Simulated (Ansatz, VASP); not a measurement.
# One calculation of GaAs, two programs

```
Ga As
1.0
     0.00000    2.86676    2.86676
     2.86676    0.00000    2.86676
     2.86676    2.86676    0.00000
Ga As
1 1
Direct
  0.00000 0.00000 0.00000
  0.75000 0.75000 0.75000
```

Alike in both runs: task single point; functional PBEsol; k mesh 10 × 10 × 10; occupations gaussian, width 0.05 eV; no spin polarisation.

|  | VASP | Ansatz |
| --- | --- | --- |
| version | VASP 6.6.1 | Ansatz 0.2.0 |
| potentials or method | VASP PAW PBE potentials, release 64 (Ga_d, As), cutoff 520 eV | scalar-relativistic, plane waves, PAW |
| valence electrons in the cell | 18 | 28 |

Ansatz gave:

```
gap on the k mesh at the Fermi level (eV) : 0.13
least direct gap on the mesh (eV)         : 0.13
pressure (GPa)                            : -2.5
```

**Question.** Estimate VASP's values.

**Answer.** gap on the k mesh at the Fermi level (eV): 0.15; least direct gap on the mesh (eV): 0.15; pressure (GPa): -2.3.

VASP's potentials were made for PBE, not for PBEsol. The functional is the same, so the differences come from potentials, cutoffs and numerics. VASP's potentials hold 18 valence electrons a cell and Ansatz's 28, so a difference there can come from the potentials and not from the codes.
